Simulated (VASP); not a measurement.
# Be2S3 (C2) in VASP: notebook

Runs on Be2S3. Level: PBE. Tasks: single point.

All numbers are computed with VASP 6.6.1; they aren't measurements. Logs are shortened: lines on timing, memory, paths and dates and some standing lists are left out, and cuts for length are marked.

### 1 The cell of the first run

The structure is monoclinic, space group C2 (No. 5). The conventional cell has a = 4.717 Å, b = 5.223 Å, c = 6.509 Å, α = 90.00°, β = 93.10°, γ = 90.00°. Within 2.7 Å of Be (site symmetry 1) lie 4 S at 2.08 to 2.16 Å. Within 2.7 Å of S (site symmetry 1) lie 2 Be at 2.08 to 2.13 Å and 1 S at 2.10 Å. S (site symmetry 2) has 4 Be at 2.14 to 2.16 Å within 2.8 Å.

### 2 Single point, PBE

The input, INCAR:

```
SYSTEM = Be2S3
ALGO     = Normal         ! electronic algorithm
EDIFF    = 1E-6           ! SCF threshold, eV
ENCUT    = 520            ! plane-wave cutoff, eV
GGA      = PE             ! functional
ISIF     = 2              ! what is computed and relaxed
ISMEAR   = 0              ! smearing method
LASPH    = .TRUE.         ! aspherical terms in the spheres
LCHARG   = .FALSE.        ! write CHGCAR
LREAL    = .FALSE.        ! projectors in reciprocal space
LWAVE    = .FALSE.        ! write WAVECAR
NBANDS   = 19             ! bands
NELM     = 80             ! most SCF steps
PREC     = Accurate       ! precision mode
SIGMA    = 0.2            ! smearing width, eV
```

The input, KPOINTS:

```
k-points
0
G
  5 5 3
  0 0 0
```

The input, POSCAR:

```
Be2S3
1.0
    2.3510915834     -2.6117068567      0.1865840578
    2.3510915834      2.6117068567      0.1865840578
   -0.8654074503      0.0000000000      6.4514193082
Be S
2 3
Direct
    0.4920390563      0.9439103344      0.8110810230
    0.0560896656      0.5079609437      0.1889189770
    0.3767741024      0.4305204698      0.6420887597
    0.5694795302      0.6232258976      0.3579112403
    0.0056176455     -0.0056176455      0.0000000000
```

Potentials or basis: VASP PAW PBE potentials, release 64 (Be, S).

Run with:

```console
$ cat potpaw_PBE.64/Be/POTCAR potpaw_PBE.64/S/POTCAR > POTCAR
$ mpirun -np 1 vasp_std > vasp.out
```

OUTCAR:

```text
SYSTEM = Be2S3
   EDIFF = 1E-6
   ENCUT = 520
   GGA = PE
   ISIF = 2
   ISMEAR = 0
   LASPH = .TRUE.
   LREAL = .FALSE.
   NELM = 80
   PREC = Accurate

 ion  position               nearest neighbor table
   1  0.492  0.944  0.811-   3 2.08   3 2.13   5 2.14   5 2.16
   2  0.056  0.508  0.189-   4 2.08   4 2.13   5 2.14   5 2.16
   3  0.377  0.431  0.642-   1 2.08   4 2.10   1 2.13
   4  0.569  0.623  0.358-   2 2.08   3 2.10   2 2.13
   5  0.006  0.994  0.000-   2 2.14   1 2.14   2 2.16   1 2.16

  LATTYP: Found a base centered monoclinic cell.
 ALAT       =     4.7169673495
 B/A-ratio  =     1.1073669429
 C/A-ratio  =     1.3799553523
 COS(beta)  =    -0.0541250769

  Lattice vectors:

 A1 = (   2.3510915834,  -2.6117068567,   0.1865840578)
 A2 = (   2.3510915834,   2.6117068567,   0.1865840578)
 A3 = (  -0.8654074503,   0.0000000000,   6.4514193082)

Analysis of symmetry for initial positions (statically):
=====================================================================
 Subroutine PRICEL returns:
 Original cell was already a primitive cell.

 Routine SETGRP: Setting up the symmetry group for a
 base centered monoclinic supercell.

 Subroutine GETGRP returns: Found  2 space group operations
 (whereof  2 operations were pure point group operations)
 out of a pool of  4 trial point group operations.

The static configuration has the point symmetry C_2 .

Analysis of symmetry for dynamics (positions and initial velocities):
=====================================================================
 Subroutine PRICEL returns:
 Original cell was already a primitive cell.

 Routine SETGRP: Setting up the symmetry group for a
 base centered monoclinic supercell.

 Subroutine GETGRP returns: Found  2 space group operations
 (whereof  2 operations were pure point group operations)
 out of a pool of  4 trial point group operations.

The dynamic configuration has the point symmetry C_2 .

 Subroutine INISYM returns: Found  2 space group operations
 (whereof  2 operations are pure point group operations),
 and found     1 'primitive' translations

----------------------------------------------------------------------------------------

                                     Primitive cell

  volume of cell :      80.0715

  direct lattice vectors                    reciprocal lattice vectors
     2.351091583 -2.611706857  0.186584058     0.210427050 -0.191445682  0.028227143
     2.351091583  2.611706857  0.186584058     0.210427050  0.191445682  0.028227143
    -0.865407450  0.000000000  6.451419308    -0.012171688  0.000000000  0.153371914

  length of vectors
     3.519013775  3.519013775  6.509204340     0.285880681  0.285880681  0.153854133

  position of ions in fractional coordinates (direct lattice)
     0.492039056  0.943910334  0.811081023
     0.056089666  0.507960944  0.188918977
     0.376774102  0.430520470  0.642088760
     0.569479530  0.623225898  0.357911240
     0.005617646  0.994382354  1.000000000

  ion indices of the primitive-cell ions
   primitive index   ion index
                 1           1
                 2           2
                 3           3
                 4           4
                 5           5

----------------------------------------------------------------------------------------

 KPOINTS: k-points

Automatic generation of k-mesh.
 Grid dimensions read from file:
 generate k-points for:    5    5    3

 Generating k-lattice:

  Cartesian coordinates                     Fractional coordinates (reciprocal lattice)
     0.042085410 -0.038289136  0.005645429     0.200000000  0.000000000 -0.000000000
     0.042085410  0.038289136  0.005645429     0.000000000  0.200000000 -0.000000000
    -0.004057229  0.000000000  0.051123971     0.000000000  0.000000000  0.333333333

  Length of vectors
     0.057176136  0.057176136  0.051284711

  Shift w.r.t. Gamma in fractional coordinates (k-lattice)
     0.000000000  0.000000000  0.000000000

 Subroutine IBZKPT returns following result:
 ===========================================

 Found     24 irreducible k-points:

 Following reciprocal coordinates:
            Coordinates               Weight
  0.000000  0.000000  0.000000      1.000000
  0.200000 -0.000000 -0.000000      4.000000
  0.400000 -0.000000  0.000000      4.000000
  0.200000  0.200000 -0.000000      2.000000
  0.400000  0.200000 -0.000000      4.000000
 -0.400000  0.200000 -0.000000      4.000000
[... 16 lines left out ...]
 -0.200000 -0.400000  0.333333      4.000000
 -0.200000 -0.200000  0.333333      2.000000
   k-points           NKPTS =     24   k-points in BZ     NKDIM =     24   number of bands    NBANDS=     19
   number of dos      NEDOS =    301   number of ions     NIONS =      5
   total plane-waves  NPLWV =  37632
   dimension x,y,z NGX =    28 NGY =   28 NGZ =   48
   dimension x,y,z NGXF=    56 NGYF=   56 NGZF=   96
   ions per type =               2   3
   NGX,Y,Z   is equivalent  to a cutoff of  13.23, 13.23, 12.26 a.u.
   NGXF,Y,Z  is equivalent  to a cutoff of  26.46, 26.46, 24.52 a.u.
 SYSTEM =  Be2S3
   PREC   = accura    normal or accurate (medium, high low for compatibility)
   ISTART =      0    job   : 0-new  1-cont  2-samecut
   ICHARG =      2    charge: 1-file 2-atom 10-const
   ISPIN  =      1    spin polarized calculation?
   LNONCOLLINEAR =      F non collinear calculations
   LSORBIT =      F    spin-orbit coupling
   LASPH  =      T    aspherical Exc in radial PAW
   ENCUT  =  520.0 eV  38.22 Ry    6.18 a.u.   6.54  6.54 12.10*2*pi/ulx,y,z
   NELM   =     80;   NELMIN=  2; NELMDL= -5     # of ELM steps
   EDIFF  = 0.1E-05   stopping-criterion for ELM
   LREAL  =      F    real-space projection
   EDIFFG = 0.1E-04   stopping-criterion for IOM
   NSW    =      0    number of steps for IOM
   IBRION =     -1    ionic relax: 0-MD 1-quasi-New 2-CG
   NFREE  =      0    steps in history (QN), initial steepest desc. (CG)
   ISIF   =      2    stress and relaxation
   ISYM   =      2    0-nonsym 1-usesym 2-fastsym
   POTIM  = 0.5000    time-step for ionic-motion
   TEBEG  =    0.0;   TEEND  =   0.0 temperature during run
   PSTRESS=    0.0 pullay stress
   NELECT =      22.0000    total number of electrons
   NUPDOWN=      -1.0000    fix difference up-down
   EMIN   =  10.00;   EMAX   =-10.00  energy-range for DOS
   EFERMI =   0.00;   METHOD = LEGACY
   ISMEAR =     0;   SIGMA  =   0.20  broadening in eV -4-tet -1-fermi 0-gaus
   EFERMI_NEDOS =   21; number of points for ismear=-14 and -15
   IALGO  =     38    algorithm
   IMIX   =      4    mixing-type and parameters
     AMIX     =   0.40;   BMIX     =  1.00
     AMIX_MAG =   1.60;   BMIX_MAG =  1.00
  volume/ion in A,a.u.               =      16.01       108.07
  Fermi-wavevector in a.u.,A,eV,Ry     =   1.064281  2.011200 15.411241  1.132694
  Thomas-Fermi vector in A             =   2.199794
   LORBIT       =      0    0 simple, 1 ext, 2 COOP (PROOUT), +10 PAW based schemes
   GGA     = PE    functional components
   LHFCALC =     F    Hartree Fock is set to
   AEXX    =    0.0000 exact exchange contribution
   IVDW    =     0    specifies the selected vdW correction
   LEPSILON=     F    determine dielectric tensor
   LRPA    =     F    only Hartree local field effects (RPA)
 non-spin polarized calculation
 Gauss-broadening in eV      SIGMA  =   0.20
  energy-cutoff  :      520.00
  volume of cell :       80.07
 maximum number of plane-waves:      2181
 NGX is ok and might be reduce to    28

 number of electron      22.0000000 magnetization

 Free energy of the ion-electron system (eV)
  ---------------------------------------------------
  ext. energy  EPLUGINS =         0.00000000
  ---------------------------------------------------
  free energy    TOTEN  =       -23.12039320 eV

  energy without entropy =      -23.12039320  energy(sigma->0) =      -23.12039320

 E-fermi :   4.8132     XC(G=0):  -9.5252

 val. band max:        3.9328515455   @ k =   0.4000  -0.0000   0.0000
 cond. band min:       5.7215686488   @ k =   0.4000   0.4000   0.3333
 fundamental gap:      1.7887171032
 Fermi energy:         4.8132301031

 k-point     1 :       0.0000    0.0000    0.0000
  band No.  band energies     occupation
      1     -10.8088      2.00000
      2      -8.7671      2.00000
      3      -7.2077      2.00000
      4      -0.5231      2.00000
      5       0.6418      2.00000
      6       1.2104      2.00000
[... 11 lines left out ...]
     18      10.6505      0.00000
     19      12.9671      0.00000

 k-point     2 :       0.2000   -0.0000   -0.0000
  band No.  band energies     occupation
      1     -10.6113      2.00000
      2      -8.6534      2.00000
      3      -7.0505      2.00000
      4      -1.1042      2.00000
      5      -0.2560      2.00000
      6       0.9800      2.00000
[... 11 lines left out ...]
     18      11.1658      0.00000
     19      12.3120      0.00000

 k-point     3 :       0.4000   -0.0000    0.0000
  band No.  band energies     occupation
      1     -10.2250      2.00000
      2      -8.5033      2.00000
      3      -6.7480      2.00000
      4      -2.1764      2.00000
      5      -1.1761      2.00000
      6      -0.1839      2.00000
[... 11 lines left out ...]
     18      12.2796      0.00000
     19      12.6754      0.00000

 k-point     4 :       0.2000    0.2000   -0.0000
  band No.  band energies     occupation
      1     -10.3959      2.00000
      2      -8.5477      2.00000
      3      -6.8702      2.00000
      4      -1.4800      2.00000
      5      -0.3408      2.00000
      6       0.0137      2.00000
[... 407 lines left out ...]
     18      14.1093      0.00000
     19      14.2960      0.00000

 k-point    23 :      -0.2000   -0.4000    0.3333
  band No.  band energies     occupation
      1     -10.0290      2.00000
      2      -8.3751      2.00000
      3      -6.6938      2.00000
      4      -1.6527      2.00000
      5      -1.2169      2.00000
      6      -0.0235      2.00000
[... 11 lines left out ...]
     18      11.7986      0.00000
     19      12.4384      0.00000

 k-point    24 :      -0.2000   -0.2000    0.3333
  band No.  band energies     occupation
      1     -10.3136      2.00000
      2      -8.8347      2.00000
      3      -6.5524      2.00000
      4      -1.7540      2.00000
      5      -0.4497      2.00000
      6       0.2088      2.00000
[... 11 lines left out ...]
     18      11.4423      0.00000
     19      12.5409      0.00000

------------------------ aborting loop because EDIFF is reached ----------------------------------------

  FORCE on cell =-STRESS in cart. coord.  units (eV):
  Direction    XX          YY          ZZ          XY          YZ          ZX
  --------------------------------------------------------------------------------------
  -------------------------------------------------------------------------------------
  Total       -0.1589286     -0.1001279     -0.2062405      0.0000000      0.0000000      0.2112955
  in kB       -3.1800540     -2.0034925     -4.1267332      0.0000000      0.0000000      4.2278801
  external PRESSURE =      -3.1034266 kB  Pullay stress =       0.0000000 kB

 VOLUME and BASIS-vectors are now :
 -----------------------------------------------------------------------------
  energy-cutoff  :      520.00
  volume of cell :       80.07
      direct lattice vectors                 reciprocal lattice vectors
     2.351091583 -2.611706857  0.186584058     0.210427050 -0.191445682  0.028227143
     2.351091583  2.611706857  0.186584058     0.210427050  0.191445682  0.028227143
    -0.865407450  0.000000000  6.451419308    -0.012171688  0.000000000  0.153371914

 POSITION                                       TOTAL-FORCE (eV/Angst)
 -----------------------------------------------------------------------------------
      2.67413      1.18016      5.50055         0.078777      0.036476      0.011372
      1.16264      1.18016      1.32404        -0.078777      0.036476     -0.011372
      1.34236      0.14037      4.29301         0.018277     -0.031555     -0.040799
      2.49442      0.14037      2.53158        -0.018277     -0.031555      0.040799
      2.35109      2.58236      0.18658         0.000000     -0.009843     -0.000000
 -----------------------------------------------------------------------------------
    total drift:                                0.000000     -0.000060      0.000000

  FREE ENERGIE OF THE ION-ELECTRON SYSTEM (eV)
  ---------------------------------------------------
  free  energy   TOTEN  =       -23.1203932036 eV

  energy  without entropy=      -23.1203932035  energy(sigma->0) =      -23.12039320
```

Wall time 34 s (1 thread of Intel Xeon Platinum 8259CL at 2.50GHz (Skylake/Cascade Lake), shared host); peak memory 0.19 GiB.

Results:

* Free energy: -23.1204 eV
* Pressure: -0.3 GPa
* Largest force: 0.088 eV/Å
* Band gap on the k mesh: 1.79 eV (least direct gap 2.48 eV)

Forces on the atoms (eV/Å):
```
Be   0.079  0.036  0.011
Be  -0.079  0.036 -0.011
S    0.018 -0.032 -0.041
S   -0.018 -0.032  0.041
S    0.000 -0.010  0.000
```

Stress tensor (GPa, compression positive):
```
-0.32  0.00  0.42
 0.00 -0.20  0.00
 0.42  0.00 -0.41
```

### 3 Single point, PBE

This run uses another cell than the first one: it holds 10 atoms, not 5.

The input, INCAR:

```
SYSTEM = Be2S3
  PREC = Accurate
  ENCUT = 520
  EDIFF = 1E-6
  ISMEAR = 0
  SIGMA = 0.1
  LREAL = .False.
  LASPH = .True.
  NELM = 80
  ALGO = Normal
  ISIF = 2
  LWAVE = .False.
  LCHARG = .True.
  GGA = PE
  LELF = .True.
  LVHAR = .True.
  NBANDS = 33
```

The input, KPOINTS:

```
Automatic mesh
0
Gamma
  4 2 2
  0 0 0
```

The input, POSCAR:

```
Be2S3
1.0
    2.3599835372      2.6053350157      0.0095987567
   -0.3260823566      0.0000000000      6.5109563055
    4.7199670745     -5.2106700314      0.0191975135
Be S
4 6
Direct
    0.9497790337      0.8111087105      0.2488161765
    0.9497790337      0.8111087105      0.7488161765
    0.5023676470      0.1888912895      0.0251104832
    0.5023676470      0.1888912895      0.5251104832
    0.4348981639      0.6439030531      0.1899498167
    0.4348981639      0.6439030531      0.6899498167
    0.6201003666      0.3560969469      0.2825509180
    0.6201003666      0.3560969469      0.7825509180
    0.9928547888      0.0000000000      0.0035726056
    0.9928547888      0.0000000000      0.5035726056
```

Potentials or basis: VASP PAW PBE potentials, release 64 (Be, S).

Run with:

```console
$ cat potpaw_PBE.64/Be/POTCAR potpaw_PBE.64/S/POTCAR > POTCAR
$ mpirun -np 1 vasp_std > vasp.out
```

Run time: 61 s. Hardware: 1 thread of Intel Xeon Platinum 8259CL at 2.50GHz (Skylake/Cascade Lake), shared host; peak memory 0.26 GiB.

It converged, with:

```yaml
Free_energy: -46.2204 eV
Pressure: -0.1 GPa
Largest_force: 0.135 eV/Å
Band_gap_on_the_k_mesh: 1.36 eV
```

Forces on the atoms (eV/Å):
```
Be  -0.005 -0.002  0.014
Be  -0.005 -0.002  0.014
Be   0.005 -0.002 -0.014
Be   0.005 -0.002 -0.014
S    0.038  0.010 -0.129
S    0.038  0.010 -0.129
S   -0.038  0.010  0.129
S   -0.038  0.010  0.129
S    0.000 -0.017  0.000
S    0.000 -0.017  0.000
```

Stress tensor (GPa, compression positive):
```
 0.10  0.00  0.18
 0.00  0.16  0.00
 0.18  0.00 -0.58
```

Levels at points of the mesh, in eV from the valence-band top:
```csv
k point,band 18,band 19,band 20,band 21,band 22,band 23,band 24,band 25,band 26,band 27
"(0.00, 0.00, 0.00)",-1.32,-0.54,-0.53,-0.52,0.00,2.24,3.27,3.85,4.58,4.64
"(0.50, 0.00, 0.00)",-1.93,-1.90,-1.51,-0.52,0.00,2.24,2.95,3.28,4.64,4.84
"(0.00, 0.50, 0.00)",-1.52,-1.20,-0.15,-0.12,0.00,2.06,3.54,3.87,4.41,4.80
"(0.50, 0.50, 0.00)",-1.96,-1.52,-1.41,-1.03,-0.15,1.36,3.54,3.90,4.62,5.09
"(0.00, 0.00, 0.50)",-1.33,-0.69,-0.69,-0.24,-0.24,3.08,3.08,4.32,4.32,5.16
"(0.50, 0.00, 0.50)",-2.58,-1.19,-1.19,-0.81,-0.81,2.53,2.53,4.69,4.69,5.41
"(0.00, 0.50, 0.50)",-1.74,-0.77,-0.77,-0.04,-0.04,2.95,2.95,4.58,4.58,5.02
"(0.50, 0.50, 0.50)",-2.58,-1.50,-1.50,-0.82,-0.82,2.51,2.51,4.59,4.59,5.39
```

Caveat: the k points lie up to 0.48 Å⁻¹ apart.
